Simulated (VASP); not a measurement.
A run of VASP 6.6.1 is set up as follows.

The input INCAR:

```
ALGO     = Normal         # electronic algorithm
EDIFF    = 1E-6           # SCF threshold, eV
EDIFFG   = -0.01          # ionic threshold
ENCUT    = 600            # plane-wave cutoff, eV
GGA      = PS             # functional
IBRION   = 2              # ionic algorithm
ISIF     = 3              # what is computed and relaxed
ISMEAR   = -1             # smearing method
LASPH    = T              # aspherical terms in the spheres
LCHARG   = F              # write CHGCAR
LREAL    = F              # projectors in reciprocal space
LWAVE    = F              # write WAVECAR
NELM     = 100            # most SCF steps
NSW      = 80             # ionic steps
PREC     = Accurate       # precision mode
SIGMA    = 0.1            # smearing width, eV
```

Contents of KPOINTS:

```
k-points
0
Gamma
  15 15 15
```

POSCAR

```
Rh
1.0
   -1.5092612352      1.5092612352      1.5092612352
    1.5092612352     -1.5092612352      1.5092612352
    1.5092612352      1.5092612352     -1.5092612352
Rh
1
Direct
    0.0000000000      0.0000000000      0.0000000000
```

Potentials or basis: VASP PAW PBE potentials, release 64 (Rh_pv).

Command:

```sh
$ cat potpaw_PBE.64/Rh_pv/POTCAR > POTCAR
$ mpirun -np 1 vasp_std > vasp.out
```

**Question.** Estimate the relaxed volume.

**Answer.** 13.91 Å³/atom.

**Question.** What does it give for the relaxed cell?

**Answer.** a = 2.624 Å, b = 2.624 Å, c = 2.624 Å, α = 109.47°, β = 109.47°, γ = 109.47°.

The path:
```csv
step,energy change (eV),largest force (eV/Å),pressure (GPa),volume (Å³)
1,0.0000,0.0000,3.12,13.75
2,0.0068,0.0000,-6.79,14.29
3,-0.0015,0.0000,-0.01,13.91
```

Caveat: the PAW data sets were made with another functional, which shifts forces and pressure a little.
